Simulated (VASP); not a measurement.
Here is a VASP 6.6.1 calculation.

POSCAR

```
EuS
1.0
    0.0000000000      2.9366767987     -2.9366767987
    0.0000000000      2.9366767987      2.9366767987
    5.8733535974      0.0000000000      0.0000000000
Eu S
2 2
Direct
    0.0000000000      0.0000000000      0.0000000000
    0.5000000000      0.5000000000      0.5000000000
    0.0000000000      1.0000000000      0.5000000000
    0.5000000000      1.5000000000      1.0000000000
```

Contents of INCAR.step1:

```
SYSTEM = EuS
PREC = Accurate ; ENCUT = 800
ISMEAR = 0 ; SIGMA = 0.05
LREAL = .FALSE. ; LASPH = .TRUE.
NELM = 200 ; ISPIN = 2
MAGMOM = 7 7 0 0 ; LMAXMIX = 6
NBANDS = 35 ; GGA = PE
ALGO = Normal ; EDIFF = 1E-5
LWAVE = .TRUE. ; LCHARG = .FALSE.
GGA_COMPAT = .FALSE. ; KPAR = 4
```

INCAR.step2

```
SYSTEM = EuS
PREC = Accurate ; ENCUT = 800
EDIFF = 1E-6 ; ISMEAR = 0
SIGMA = 0.05 ; LREAL = .FALSE.
LASPH = .TRUE. ; NELM = 200
ALGO = Normal ; ISIF = 2
LWAVE = .FALSE. ; LCHARG = .FALSE.
ISPIN = 2 ; MAGMOM = 7 7 0 0
LORBIT = 11 ; LMAXMIX = 6
METAGGA = R2SCAN ; LMIXTAU = .TRUE.
NBANDS = 35 ; ISTART = 1
GGA_COMPAT = .FALSE. ; KPAR = 4
```

Contents of KPOINTS:

```
Automatic mesh
0
G
  6 6 6
  0 0 0
```

Potentials or basis: VASP PAW PBE potentials, release 64 (Eu, S).

Run with:

```sh
$ cat potpaw_PBE.64/Eu/POTCAR potpaw_PBE.64/S/POTCAR > POTCAR
$ cp INCAR.step1 INCAR
$ mpirun -np 4 vasp_std > vasp.out
$ cp INCAR.step2 INCAR
$ mpirun -np 4 vasp_std > vasp.out
```

Estimate the net moment.

13.97 μB per cell.

Estimate the band gap on the k mesh.

zero (filled and empty bands overlap).

Estimate the pressure.

-0.5 GPa.

Caveat: the PAW data sets were made with another functional, which shifts forces and pressure a little; spin-orbit coupling is left out, which moves the levels of the heavy elements; semilocal functionals describe open f shells poorly, which spoils levels, moments and volumes. The state reached can hang on the start; a lower one may exist.

**Measured values to compare with.**

“Crystal-field mediated electronic transitions of EuS up to 35 GPa”, 2022, pmc:8786971 reports, for a powder of EuS at 300 K: band gap 1.72 eV (optical).

Against the measured gap of EuS, 1.72 eV (optical; 300 K; powder; “Crystal-field mediated electronic transitions of EuS up to 35 GPa”, 2022, pmc:8786971), the calculated 0.00 eV is off by -1.72 eV. So large a miss can be the level of theory's own, or it may mean another phase, state or a wrong row. Spin-orbit coupling on Eu is left out. The value is that of r2SCAN on a finite k mesh, which can miss the band edges, without temperature or zero-point motion. The run's magnetic order (collinear spin, ferromagnetic start) needn't be the measured crystal's.
